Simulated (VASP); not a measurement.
# CdSe (Fm-3m) in VASP: notebook

CdSe is run at these levels: HSE06, LDA, PBEsol, PBE; tasks: single point.

Everything below comes from runs of VASP 6.6.1. Logs are shortened: lines on timing, memory, paths and dates and some standing lists are left out, and cuts for length are marked.

### Step 1. The cell of the first run

It takes space group Fm-3m (No. 225, cubic). The conventional cell has a = 5.686 Å, b = 5.686 Å, c = 5.686 Å, α = 90.00°, β = 90.00°, γ = 90.00°. Cd (site symmetry m-3m) has 6 Se at 2.84 Å within 3.7 Å. Within 3.7 Å of Se (site symmetry m-3m) lie 6 Cd at 2.84 Å.

### Step 2. Single point, HSE06

The input, POSCAR:

```
CdSe
1.0
    0.0000000000      2.8429457880      2.8429457880
    2.8429457880      0.0000000000      2.8429457880
    2.8429457880      2.8429457880      0.0000000000
Cd Se
1 1
Direct
    0.0000000000      0.0000000000      0.0000000000
    0.5000000000      0.5000000000      0.5000000000
```

The input, INCAR.step1:

```
SYSTEM = CdSe
PREC = Accurate
ENCUT = 520
EDIFF = 1E-5
ISMEAR = -1
SIGMA = 0.02
LREAL = .False.
LASPH = .True.
NELM = 60
ALGO = Normal
ISIF = 2
LWAVE = .True.
LCHARG = .False.
NBANDS = 16
GGA = PE
```

The input, INCAR.step2:

```
SYSTEM = CdSe
PREC = Accurate
ENCUT = 520
EDIFF = 1E-6
ISMEAR = -1
SIGMA = 0.02
LREAL = .False.
LASPH = .True.
NELM = 60
ALGO = Normal
ISIF = 2
LWAVE = .False.
LCHARG = .False.
GGA = PE
LHFCALC = .True.
HFSCREEN = 0.2079
PRECFOCK = Normal
NBANDS = 16
ISTART = 1
```

The input, KPOINTS:

```
Automatic mesh
0
Gamma
  6 6 6
  0 0 0
```

Potentials or basis: VASP PAW PBE potentials, release 64 (Cd, Se).

Launch:

```console
$ cat potpaw_PBE.64/Cd/POTCAR potpaw_PBE.64/Se/POTCAR > POTCAR
$ cp INCAR.step1 INCAR
$ mpirun -np 1 vasp_std > vasp.out
$ cp INCAR.step2 INCAR
$ mpirun -np 1 vasp_std > vasp.out
```

OUTCAR:

```text
SYSTEM = CdSe
   PREC = Accurate
   ENCUT = 520
   EDIFF = 1E-6
   ISMEAR = -1
   LREAL = .False.
   LASPH = .True.
   NELM = 60
   ISIF = 2
   GGA = PE
   LHFCALC = .True.
   HFSCREEN = 0.2079
   PRECFOCK = Normal
   ISTART = 1

 ion  position               nearest neighbor table
   1  0.000  0.000  0.000-   2 2.84   2 2.84   2 2.84   2 2.84   2 2.84   2 2.84
   2  0.500  0.500  0.500-   1 2.84   1 2.84   1 2.84   1 2.84   1 2.84   1 2.84

  LATTYP: Found a face centered cubic cell.
 ALAT       =     5.6858915760

  Lattice vectors:

 A1 = (   0.0000000000,   2.8429457880,   2.8429457880)
 A2 = (   2.8429457880,   0.0000000000,   2.8429457880)
 A3 = (   2.8429457880,   2.8429457880,   0.0000000000)

Analysis of symmetry for initial positions (statically):
=====================================================================
 Subroutine PRICEL returns:
 Original cell was already a primitive cell.

 Routine SETGRP: Setting up the symmetry group for a
 face centered cubic supercell.

 Subroutine GETGRP returns: Found 48 space group operations
 (whereof 48 operations were pure point group operations)
 out of a pool of 48 trial point group operations.

The static configuration has the point symmetry O_h .

Analysis of symmetry for dynamics (positions and initial velocities):
=====================================================================
 Subroutine PRICEL returns:
 Original cell was already a primitive cell.

 Routine SETGRP: Setting up the symmetry group for a
 face centered cubic supercell.

 Subroutine GETGRP returns: Found 48 space group operations
 (whereof 48 operations were pure point group operations)
 out of a pool of 48 trial point group operations.

The dynamic configuration has the point symmetry O_h .

 Subroutine INISYM returns: Found 48 space group operations
 (whereof 48 operations are pure point group operations),
 and found     1 'primitive' translations

----------------------------------------------------------------------------------------

                                     Primitive cell

  volume of cell :      45.9553

  direct lattice vectors                    reciprocal lattice vectors
     0.000000000  2.842945788  2.842945788    -0.175873913  0.175873913  0.175873913
     2.842945788  0.000000000  2.842945788     0.175873913 -0.175873913  0.175873913
     2.842945788  2.842945788  0.000000000     0.175873913  0.175873913 -0.175873913

  length of vectors
     4.020532490  4.020532490  4.020532490     0.304622553  0.304622553  0.304622553

  position of ions in fractional coordinates (direct lattice)
     0.000000000  0.000000000  0.000000000
     0.500000000  0.500000000  0.500000000

  ion indices of the primitive-cell ions
   primitive index   ion index
                 1           1
                 2           2

----------------------------------------------------------------------------------------

 KPOINTS: Automatic mesh

Automatic generation of k-mesh.
 Grid dimensions read from file:
 generate k-points for:    6    6    6

 Generating k-lattice:

  Cartesian coordinates                     Fractional coordinates (reciprocal lattice)
    -0.029312319  0.029312319  0.029312319     0.166666667  0.000000000  0.000000000
     0.029312319 -0.029312319  0.029312319     0.000000000  0.166666667  0.000000000
     0.029312319  0.029312319 -0.029312319     0.000000000  0.000000000  0.166666667

  Length of vectors
     0.050770425  0.050770425  0.050770425

  Shift w.r.t. Gamma in fractional coordinates (k-lattice)
     0.000000000  0.000000000  0.000000000

 Subroutine IBZKPT returns following result:
 ===========================================

 Found     16 irreducible k-points:

 Following reciprocal coordinates:
            Coordinates               Weight
  0.000000  0.000000  0.000000      1.000000
  0.166667  0.000000  0.000000      8.000000
  0.333333  0.000000  0.000000      8.000000
  0.500000  0.000000  0.000000      4.000000
  0.166667  0.166667  0.000000      6.000000
  0.333333  0.166667  0.000000     24.000000
[... 8 lines left out ...]
 -0.333333  0.333333  0.166667     24.000000
 -0.333333  0.500000  0.166667     12.000000
   k-points           NKPTS =     16   k-points in BZ     NKDIM =    216   number of bands    NBANDS=     16
   number of dos      NEDOS =    301   number of ions     NIONS =      2
   total plane-waves  NPLWV =  27000
   dimension x,y,z NGX =    30 NGY =   30 NGZ =   30
   dimension x,y,z NGXF=    60 NGYF=   60 NGZF=   60
   ions per type =               1   1
   NGX,Y,Z   is equivalent  to a cutoff of  12.40, 12.40, 12.40 a.u.
   NGXF,Y,Z  is equivalent  to a cutoff of  24.81, 24.81, 24.81 a.u.
 SYSTEM =  CdSe
   PREC   = accura    normal or accurate (medium, high low for compatibility)
   ISTART =      1    job   : 0-new  1-cont  2-samecut
   ICHARG =      0    charge: 1-file 2-atom 10-const
   ISPIN  =      1    spin polarized calculation?
   LNONCOLLINEAR =      F non collinear calculations
   LSORBIT =      F    spin-orbit coupling
   LASPH  =      T    aspherical Exc in radial PAW
   ENCUT  =  520.0 eV  38.22 Ry    6.18 a.u.   7.48  7.48  7.48*2*pi/ulx,y,z
   NELM   =     60;   NELMIN=  2; NELMDL=  0     # of ELM steps
   EDIFF  = 0.1E-05   stopping-criterion for ELM
   LREAL  =      F    real-space projection
   EDIFFG = 0.1E-04   stopping-criterion for IOM
   NSW    =      0    number of steps for IOM
   IBRION =     -1    ionic relax: 0-MD 1-quasi-New 2-CG
   NFREE  =      0    steps in history (QN), initial steepest desc. (CG)
   ISIF   =      2    stress and relaxation
   ISYM   =      3    0-nonsym 1-usesym 2-fastsym
   POTIM  = 0.5000    time-step for ionic-motion
   TEBEG  =    0.0;   TEEND  =   0.0 temperature during run
   PSTRESS=    0.0 pullay stress
   NELECT =      18.0000    total number of electrons
   NUPDOWN=      -1.0000    fix difference up-down
   EMIN   =  10.00;   EMAX   =-10.00  energy-range for DOS
   EFERMI =   0.00;   METHOD = LEGACY
   ISMEAR =    -1;   SIGMA  =   0.02  broadening in eV -4-tet -1-fermi 0-gaus
   EFERMI_NEDOS =   21; number of points for ismear=-14 and -15
   IALGO  =     38    algorithm
   IMIX   =      1    mixing-type and parameters
     AMIX     =   0.40;   BMIX     =  1.00
     AMIX_MAG =   1.60;   BMIX_MAG =  1.00
  volume/ion in A,a.u.               =      22.98       155.06
  Fermi-wavevector in a.u.,A,eV,Ry     =   1.197808  2.263528 19.520866  1.434743
  Thomas-Fermi vector in A             =   2.333713
   LORBIT       =      0    0 simple, 1 ext, 2 COOP (PROOUT), +10 PAW based schemes
   GGA     = PE    functional components
   LHFCALC =     T    Hartree Fock is set to
   PRECFOCK=normal    Normal, Fast or Accurate (Low or Medium for compatibility)
   ENCUT4O =  -1.0   cutoff for four orbital integrals eV
   NKREDX  =     1    reduce k-point grid by
   NKREDY  =     1    reduce k-point grid by
   NKREDZ  =     1    reduce k-point grid by
   AEXX    =    0.2500 exact exchange contribution
   HFSCREEN=    0.2079 screening length (either q_TF or 0.3 A-1)
   HFSCREENC=   0.2079 screening length for correlation (either q_TF or 0.3 A-1)
   ENCUTFOCK=  -1.0 apply spherical cutoff to Coloumb kernel
   IVDW    =     0    specifies the selected vdW correction
   LEPSILON=     F    determine dielectric tensor
   LRPA    =     F    only Hartree local field effects (RPA)
 non-spin polarized calculation
  energy-cutoff  :      520.00
  volume of cell :       45.96
 maximum number of plane-waves:      1258
 NGX is ok and might be reduce to    30
  NGX = 24; NGY = 24; NGZ = 24

 number of electron      17.9999999 magnetization

 Free energy of the ion-electron system (eV)
  ---------------------------------------------------
  ext. energy  EPLUGINS =         0.00000000
  ---------------------------------------------------
  free energy    TOTEN  =        -6.53155412 eV

  energy without entropy =       -6.53155234  energy(sigma->0) =       -6.53155323

 E-fermi :   2.1834     XC(G=0):  -8.4024

 val. band max:        1.9757855022   @ k =  -0.1667   0.1667   0.0000
 cond. band min:       2.3595696634   @ k =   0.5000   0.5000   0.0000
 fundamental gap:      0.3837841612
 Fermi energy:         2.1834048549

 k-point     1 :       0.0000    0.0000    0.0000
  band No.  band energies     occupation
      1     -12.2603      2.00000
      2      -7.3105      2.00000
      3      -7.3105      2.00000
      4      -7.2724      2.00000
      5      -7.2724      2.00000
      6      -7.2724      2.00000
[... 8 lines left out ...]
     15      13.3131      0.00000
     16      13.3131      0.00000

 k-point     2 :       0.1667    0.0000    0.0000
  band No.  band energies     occupation
      1     -12.0296      2.00000
      2      -7.3675      2.00000
      3      -7.3675      2.00000
      4      -7.2892      2.00000
      5      -7.2398      2.00000
      6      -7.2398      2.00000
[... 8 lines left out ...]
     15      12.7151      0.00000
     16      12.7781      0.00000

 k-point     3 :       0.3333    0.0000    0.0000
  band No.  band energies     occupation
      1     -11.4875      2.00000
      2      -7.4845      2.00000
      3      -7.4845      2.00000
      4      -7.3515      2.00000
      5      -7.1667      2.00000
      6      -7.1667      2.00000
[... 8 lines left out ...]
     15      14.3460      0.00000
     16      14.3460      0.00000

 k-point     4 :       0.5000    0.0000    0.0000
  band No.  band energies     occupation
      1     -11.1553      2.00000
      2      -7.5416      2.00000
      3      -7.5416      2.00000
      4      -7.4129      2.00000
      5      -7.1293      2.00000
      6      -7.1293      2.00000
[... 8 lines left out ...]
     15      16.2297      0.00000
     16      16.2297      0.00000

 k-point     5 :       0.1667    0.1667    0.0000
  band No.  band energies     occupation
      1     -11.9738      2.00000
      2      -7.4103      2.00000
      3      -7.2998      2.00000
      4      -7.2908      2.00000
      5      -7.2342      2.00000
      6      -7.2342      2.00000
[... 8 lines left out ...]
     15      15.2353      0.00000
     16      15.2353      0.00000

 k-point     6 :       0.3333    0.1667    0.0000
  band No.  band energies     occupation
      1     -11.5913      2.00000
      2      -7.4163      2.00000
      3      -7.3571      2.00000
      4      -7.3222      2.00000
      5      -7.1815      2.00000
      6      -7.1583      2.00000
[... 8 lines left out ...]
     15      15.2749      0.00000
     16      15.5771      0.00000
[... 115 lines left out ...]
 k-point    13 :       0.5000    0.5000    0.0000
  band No.  band energies     occupation
      1     -11.3749      2.00000
      2      -7.3824      2.00000
      3      -7.2313      2.00000
      4      -7.0744      2.00000
      5      -7.0744      2.00000
      6      -6.4408      2.00000
[... 8 lines left out ...]
     15      17.8562      0.00000
     16      18.3375      0.00000

 k-point    14 :       0.5000    0.3333    0.1667
  band No.  band energies     occupation
      1     -11.3397      2.00000
      2      -7.4057      2.00000
      3      -7.3139      2.00000
      4      -7.2798      2.00000
      5      -7.1345      2.00000
      6      -7.0225      2.00000
[... 8 lines left out ...]
     15      16.7035      0.00000
     16      17.3766      0.00000

 k-point    15 :      -0.3333    0.3333    0.1667
  band No.  band energies     occupation
      1     -11.2119      2.00000
      2      -7.4465      2.00000
      3      -7.2834      2.00000
      4      -7.2627      2.00000
      5      -7.1016      2.00000
      6      -6.8542      2.00000
[... 8 lines left out ...]
     15      15.1840      0.00000
     16      17.8286      0.00000

 k-point    16 :      -0.3333    0.5000    0.1667
  band No.  band energies     occupation
      1     -11.2677      2.00000
      2      -7.3606      2.00000
      3      -7.3274      2.00000
      4      -7.1771      2.00000
      5      -7.0744      2.00000
      6      -6.5791      2.00000
[... 8 lines left out ...]
     15      16.5280      0.00000
     16      18.3413      0.00000

------------------------ aborting loop because EDIFF is reached ----------------------------------------

  FORCE on cell =-STRESS in cart. coord.  units (eV):
  Direction    XX          YY          ZZ          XY          YZ          ZX
  --------------------------------------------------------------------------------------
  -------------------------------------------------------------------------------------
  Total        0.0840123      0.0840123      0.0840123      0.0000000      0.0000000     -0.0000000
  in kB        2.9289889      2.9289889      2.9289889      0.0000000      0.0000000     -0.0000000
  external PRESSURE =       2.9289889 kB  Pullay stress =       0.0000000 kB

 VOLUME and BASIS-vectors are now :
 -----------------------------------------------------------------------------
  energy-cutoff  :      520.00
  volume of cell :       45.96
      direct lattice vectors                 reciprocal lattice vectors
     0.000000000  2.842945788  2.842945788    -0.175873913  0.175873913  0.175873913
     2.842945788  0.000000000  2.842945788     0.175873913 -0.175873913  0.175873913
     2.842945788  2.842945788  0.000000000     0.175873913  0.175873913 -0.175873913

 POSITION                                       TOTAL-FORCE (eV/Angst)
 -----------------------------------------------------------------------------------
      0.00000      0.00000      0.00000         0.000000      0.000000     -0.000000
      2.84295      2.84295      2.84295         0.000000      0.000000      0.000000
 -----------------------------------------------------------------------------------
    total drift:                               -0.000000     -0.000000     -0.000000

  FREE ENERGIE OF THE ION-ELECTRON SYSTEM (eV)
  ---------------------------------------------------
  free  energy   TOTEN  =        -6.5315541160 eV

  energy  without entropy=       -6.5315523389  energy(sigma->0) =       -6.53155323
```

It took 39 min on 1 thread of Intel Xeon Platinum 8375C at 2.90GHz (Ice Lake), shared host; peak memory 0.29 GiB.

What came out:

- Free energy: -6.5316 eV
- Pressure: 0.3 GPa
- Band gap on the k mesh: 0.38 eV (least direct gap 1.77 eV)

Caveat: the PAW data sets were made with another functional, which shifts forces and pressure a little. A k mesh can miss the band edges.

(Part 1 of 3 ends here.)
